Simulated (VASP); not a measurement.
# NbC2 (I4/mmm) in VASP: single point with PBE

Aim: the single point of NbC2 with PBE.

Everything below comes from runs of VASP 6.6.1. Logs are shortened: lines on timing, memory, paths and dates and some standing lists are left out, and cuts for length are marked.

### 1 The cell of the first run

Symmetry: I4/mmm, No. 139, tetragonal system. Conventional cell: a = 5.399 Å, b = 5.399 Å, c = 5.897 Å, α = 90.00°, β = 90.00°, γ = 90.00°. Within 3.9 Å of Nb (site symmetry 4/mmm) lie 16 C at 2.77 to 3.60 Å and 6 Nb at 2.95 to 3.82 Å. Nb (site symmetry 4/mmm) has 4 C at 2.06 Å within 2.7 Å. Within 1.7 Å of C (site symmetry m2m) lie 1 C at 1.27 Å.

The cell was generated, and may not be a known phase.

### 2 Single point, PBE

INCAR

```
PREC = Accurate
ENCUT = 1300
EDIFF = 1E-6
ISMEAR = 0
SIGMA = 0.2
LREAL = False
LASPH = True
NELM = 120
ALGO = Normal
ISIF = 2
LWAVE = False
LCHARG = False
GGA = PE
NBANDS = 30
GGA_COMPAT = False
```

KPOINTS

```
regular mesh
0
Gamma
  4 4 4
```

POSCAR

```
NbC2
1.0
   -2.6995921778      2.6995921778      2.9486689168
    2.6995921778     -2.6995921778      2.9486689168
    2.6995921778      2.6995921778     -2.9486689168
Nb C
2 4
Direct
    0.5000000000      0.5000000000      0.0000000000
    0.0000000000      0.0000000000      0.0000000000
    0.0000000000      0.6175999080      0.6175999080
    0.0000000000      0.3824000920      0.3824000920
    0.3824000920      0.0000000000      0.3824000920
    0.6175999080      0.0000000000      0.6175999080
```

Potentials or basis: VASP PAW PBE potentials, release 64 (Nb_sv, C_h).

Launch:

```console
$ cat potpaw_PBE.64/Nb_sv/POTCAR potpaw_PBE.64/C_h/POTCAR > POTCAR
$ mpirun -np 1 vasp_std > vasp.out
```

OUTCAR:

```text
PREC = Accurate
   ENCUT = 1300
   EDIFF = 1E-6
   ISMEAR = 0
   LREAL = False
   LASPH = True
   NELM = 120
   ISIF = 2
   GGA = PE

 ion  position               nearest neighbor table
   1  0.500  0.500  0.000-   2 2.95   2 2.95
   2  0.000  0.000  0.000-   3 2.06   4 2.06   5 2.06   6 2.06   1 2.95   1 2.95
   3  0.000  0.618  0.618-   4 1.27   2 2.06
   4  0.000  0.382  0.382-   3 1.27   2 2.06
   5  0.382  0.000  0.382-   6 1.27   2 2.06
   6  0.618  0.000  0.618-   5 1.27   2 2.06

  LATTYP: Found a body centered tetragonal cell.
 ALAT       =     5.3991843556
 C/A-ratio  =     1.0922645802

  Lattice vectors:

 A1 = (  -2.6995921778,   2.6995921778,   2.9486689168)
 A2 = (   2.6995921778,  -2.6995921778,   2.9486689168)
 A3 = (   2.6995921778,   2.6995921778,  -2.9486689168)

Analysis of symmetry for initial positions (statically):
=====================================================================
 Subroutine PRICEL returns:
 Original cell was already a primitive cell.

 Routine SETGRP: Setting up the symmetry group for a
 body centered tetragonal supercell.

 Subroutine GETGRP returns: Found 16 space group operations
 (whereof 16 operations were pure point group operations)
 out of a pool of 16 trial point group operations.

The static configuration has the point symmetry D_4h.

Analysis of symmetry for dynamics (positions and initial velocities):
=====================================================================
 Subroutine PRICEL returns:
 Original cell was already a primitive cell.

 Routine SETGRP: Setting up the symmetry group for a
 body centered tetragonal supercell.

 Subroutine GETGRP returns: Found 16 space group operations
 (whereof 16 operations were pure point group operations)
 out of a pool of 16 trial point group operations.

The dynamic configuration has the point symmetry D_4h.

 Subroutine INISYM returns: Found 16 space group operations
 (whereof 16 operations are pure point group operations),
 and found     1 'primitive' translations

----------------------------------------------------------------------------------------

                                     Primitive cell

  volume of cell :      85.9572

  direct lattice vectors                    reciprocal lattice vectors
    -2.699592178  2.699592178  2.948668917     0.000000000  0.185213161  0.169568037
     2.699592178 -2.699592178  2.948668917     0.185213161  0.000000000  0.169568037
     2.699592178  2.699592178 -2.948668917     0.185213161  0.185213161  0.000000000

  length of vectors
     4.823924153  4.823924153  4.823924153     0.251111995  0.251111995  0.261930964

  position of ions in fractional coordinates (direct lattice)
     0.500000000  0.500000000  0.000000000
     0.000000000  0.000000000  0.000000000
     0.000000000  0.617599908  0.617599908
     0.000000000  0.382400092  0.382400092
     0.382400092  0.000000000  0.382400092
     0.617599908  0.000000000  0.617599908

  ion indices of the primitive-cell ions
   primitive index   ion index
                 1           1
                 2           2
                 3           3
                 4           4
                 5           5
                 6           6

----------------------------------------------------------------------------------------

 KPOINTS: regular mesh

Automatic generation of k-mesh.
 Grid dimensions read from file:
 generate k-points for:    4    4    4

 Generating k-lattice:

  Cartesian coordinates                     Fractional coordinates (reciprocal lattice)
     0.000000000  0.046303290  0.042392009     0.250000000  0.000000000 -0.000000000
     0.046303290  0.000000000  0.042392009     0.000000000  0.250000000 -0.000000000
     0.046303290  0.046303290  0.000000000     0.000000000  0.000000000  0.250000000

  Length of vectors
     0.062777999  0.062777999  0.065482741

  Shift w.r.t. Gamma in fractional coordinates (k-lattice)
     0.000000000  0.000000000  0.000000000

 Subroutine IBZKPT returns following result:
 ===========================================

 Found     13 irreducible k-points:

 Following reciprocal coordinates:
            Coordinates               Weight
  0.000000  0.000000  0.000000      1.000000
  0.250000  0.000000 -0.000000      8.000000
  0.500000  0.000000 -0.000000      4.000000
  0.250000  0.250000 -0.000000      8.000000
  0.500000  0.250000 -0.000000     16.000000
 -0.250000  0.250000  0.000000      4.000000
  0.500000  0.500000 -0.000000      2.000000
  0.250000  0.250000  0.250000      2.000000
 -0.250000  0.250000  0.250000      4.000000
  0.500000  0.500000  0.250000      4.000000
 -0.250000  0.500000  0.250000      8.000000
 -0.250000 -0.250000  0.250000      2.000000
  0.500000  0.500000  0.500000      1.000000
   k-points           NKPTS =     13   k-points in BZ     NKDIM =     13   number of bands    NBANDS=     30
   number of dos      NEDOS =    301   number of ions     NIONS =      6
   total plane-waves  NPLWV = 216000
   dimension x,y,z NGX =    60 NGY =   60 NGZ =   60
   dimension x,y,z NGXF=   120 NGYF=  120 NGZF=  120
   ions per type =               2   4
   NGX,Y,Z   is equivalent  to a cutoff of  20.68, 20.68, 20.68 a.u.
   NGXF,Y,Z  is equivalent  to a cutoff of  41.36, 41.36, 41.36 a.u.
 SYSTEM =  unknown system
   PREC   = accura    normal or accurate (medium, high low for compatibility)
   ISTART =      0    job   : 0-new  1-cont  2-samecut
   ICHARG =      2    charge: 1-file 2-atom 10-const
   ISPIN  =      1    spin polarized calculation?
   LNONCOLLINEAR =      F non collinear calculations
   LSORBIT =      F    spin-orbit coupling
   LASPH  =      T    aspherical Exc in radial PAW
   ENCUT  = 1300.0 eV  95.55 Ry    9.77 a.u.  14.18 14.18 14.18*2*pi/ulx,y,z
   NELM   =    120;   NELMIN=  2; NELMDL= -5     # of ELM steps
   EDIFF  = 0.1E-05   stopping-criterion for ELM
   LREAL  =      F    real-space projection
   EDIFFG = 0.1E-04   stopping-criterion for IOM
   NSW    =      0    number of steps for IOM
[... 5 lines left out ...]
   TEBEG  =    0.0;   TEEND  =   0.0 temperature during run
   PSTRESS=    0.0 pullay stress
   NELECT =      42.0000    total number of electrons
   NUPDOWN=      -1.0000    fix difference up-down
   EMIN   =  10.00;   EMAX   =-10.00  energy-range for DOS
   EFERMI =   0.00;   METHOD = LEGACY
   ISMEAR =     0;   SIGMA  =   0.20  broadening in eV -4-tet -1-fermi 0-gaus
   EFERMI_NEDOS =   21; number of points for ismear=-14 and -15
   IALGO  =     38    algorithm
   IMIX   =      4    mixing-type and parameters
     AMIX     =   0.40;   BMIX     =  1.00
     AMIX_MAG =   1.60;   BMIX_MAG =  1.00
  volume/ion in A,a.u.               =      14.33        96.68
  Fermi-wavevector in a.u.,A,eV,Ry     =   1.289428  2.436666 22.621386  1.662625
  Thomas-Fermi vector in A             =   2.421322
   LORBIT       =      0    0 simple, 1 ext, 2 COOP (PROOUT), +10 PAW based schemes
   GGA     = PE    functional components
   LHFCALC =     F    Hartree Fock is set to
   AEXX    =    0.0000 exact exchange contribution
   IVDW    =     0    specifies the selected vdW correction
   LEPSILON=     F    determine dielectric tensor
   LRPA    =     F    only Hartree local field effects (RPA)
 non-spin polarized calculation
 Gauss-broadening in eV      SIGMA  =   0.20
  energy-cutoff  :     1300.00
  volume of cell :       85.96
 maximum number of plane-waves:      9188
 NGX is ok and might be reduce to    60
   NGX = 29   NGY = 29   NGZ = 29

 number of electron      42.0000000 magnetization

 Free energy of the ion-electron system (eV)
  ---------------------------------------------------
  ext. energy  EPLUGINS =         0.00000000
  ---------------------------------------------------
  free energy    TOTEN  =       -49.79281067 eV

  energy without entropy =      -49.71825294  energy(sigma->0) =      -49.75553181

 E-fermi :   6.3052     XC(G=0): -10.7269

 val. band max:        6.2527535286   @ k =  -0.2500   0.5000   0.2500
 cond. band min:       6.3318203078   @ k =  -0.2500  -0.2500   0.2500
 fundamental gap:      0.0790667793
 Fermi energy:         6.3051879707

 k-point     1 :       0.0000    0.0000    0.0000
  band No.  band energies     occupation
      1     -49.7888      2.00000
      2     -48.3903      2.00000
      3     -25.8819      2.00000
      4     -25.8819      2.00000
      5     -25.6228      2.00000
      6     -24.6048      2.00000
[... 22 lines left out ...]
     29      12.5340      0.00000
     30      13.1043      0.00000

 k-point     2 :       0.2500    0.0000   -0.0000
  band No.  band energies     occupation
      1     -49.7883      2.00000
      2     -48.3908      2.00000
      3     -25.8832      2.00000
      4     -25.8825      2.00000
      5     -25.5838      2.00000
      6     -24.6066      2.00000
[... 22 lines left out ...]
     29      11.7882      0.00000
     30      12.4806      0.00000

 k-point     3 :       0.5000    0.0000   -0.0000
  band No.  band energies     occupation
      1     -49.7879      2.00000
      2     -48.3914      2.00000
      3     -25.8846      2.00000
      4     -25.8831      2.00000
      5     -25.5416      2.00000
      6     -24.6084      2.00000
[... 22 lines left out ...]
     29      11.1983      0.00000
     30      11.9204      0.00000

 k-point     4 :       0.2500    0.2500   -0.0000
  band No.  band energies     occupation
      1     -49.7879      2.00000
      2     -48.3914      2.00000
      3     -25.8846      2.00000
      4     -25.8839      2.00000
      5     -25.5416      2.00000
      6     -24.6075      2.00000
[... 253 lines left out ...]
     29      11.3751      0.00000
     30      12.1826      0.00000

 k-point    12 :      -0.2500   -0.2500    0.2500
  band No.  band energies     occupation
      1     -49.7879      2.00000
      2     -48.3914      2.00000
      3     -25.8836      2.00000
      4     -25.8836      2.00000
      5     -25.5416      2.00000
      6     -24.6060      2.00000
[... 22 lines left out ...]
     29      12.3312      0.00000
     30      13.2826      0.00000

 k-point    13 :       0.5000    0.5000    0.5000
  band No.  band energies     occupation
      1     -49.7884      2.00000
      2     -48.3904      2.00000
      3     -25.8872      2.00000
      4     -25.8872      2.00000
      5     -25.6302      2.00000
      6     -24.6048      2.00000
[... 22 lines left out ...]
     29      12.1400      0.00000
     30      12.7827      0.00000

------------------------ aborting loop because EDIFF is reached ----------------------------------------

  FORCE on cell =-STRESS in cart. coord.  units (eV):
  Direction    XX          YY          ZZ          XY          YZ          ZX
  --------------------------------------------------------------------------------------
  -------------------------------------------------------------------------------------
  Total       -0.2183084     -0.2183084     -0.0231434      0.0000000      0.0000000     -0.0000000
  in kB       -4.0691035     -4.0691035     -0.4313753      0.0000000      0.0000000     -0.0000000
  external PRESSURE =      -2.8565274 kB  Pullay stress =       0.0000000 kB

 VOLUME and BASIS-vectors are now :
 -----------------------------------------------------------------------------
  energy-cutoff  :     1300.00
  volume of cell :       85.96
      direct lattice vectors                 reciprocal lattice vectors
    -2.699592178  2.699592178  2.948668917     0.000000000  0.185213161  0.169568037
     2.699592178 -2.699592178  2.948668917     0.185213161  0.000000000  0.169568037
     2.699592178  2.699592178 -2.948668917     0.185213161  0.185213161  0.000000000

 POSITION                                       TOTAL-FORCE (eV/Angst)
 -----------------------------------------------------------------------------------
      0.00000      0.00000      2.94867        -0.000000      0.000000      0.000000
      0.00000      0.00000      0.00000        -0.000000      0.000000     -0.000000
      3.33454      0.00000      0.00000         0.001499     -0.000000      0.000000
      2.06465      0.00000      0.00000        -0.001499      0.000000     -0.000000
      0.00000      2.06465      0.00000        -0.000000     -0.001499     -0.000000
      0.00000      3.33454      0.00000        -0.000000      0.001499      0.000000
 -----------------------------------------------------------------------------------
    total drift:                                0.000000     -0.000000      0.000000

  FREE ENERGIE OF THE ION-ELECTRON SYSTEM (eV)
  ---------------------------------------------------
  free  energy   TOTEN  =       -49.7928106748 eV

  energy  without entropy=      -49.7182529374  energy(sigma->0) =      -49.75553181
```

It took 3.1 min on 1 thread of Intel Xeon Platinum 8259CL at 2.50GHz (Skylake/Cascade Lake), shared host; peak memory 0.5 GiB.

Results:

```yaml
Free_energy: -49.7928 eV
Pressure: -0.3 GPa
Band_gap_on_the_k_mesh: zero (bands 21 and 22 overlap by 1.63 eV)
```

Levels at points of the mesh, in eV from the Fermi level:
| k point | band 18 | band 19 | band 20 | band 21 | band 22 | band 23 | band 24 | band 25 |
| --- | --- | --- | --- | --- | --- | --- | --- | --- |
| (0.00, 0.00, 0.00) | -3.12 | -2.43 | -2.25 | -2.25 | -1.11 | 0.52 | 1.60 | 1.77 |
| (0.50, 0.00, 0.00) | -1.73 | -0.38 | -0.21 | -0.06 | 0.05 | 0.18 | 0.60 | 0.78 |
| (0.50, 0.50, 0.00) | -1.98 | -1.74 | -0.22 | 0.50 | 0.52 | 1.03 | 2.00 | 2.59 |
| (0.50, 0.50, 0.50) | -2.21 | -2.10 | -0.96 | -0.96 | -0.75 | 0.59 | 1.27 | 1.42 |

Caveat: the k points lie up to 0.39 Å⁻¹ apart, too coarse for converged energies and pressures of a metal.

The gap in the log of VASP goes by the Fermi energy; the results here count the filled bands.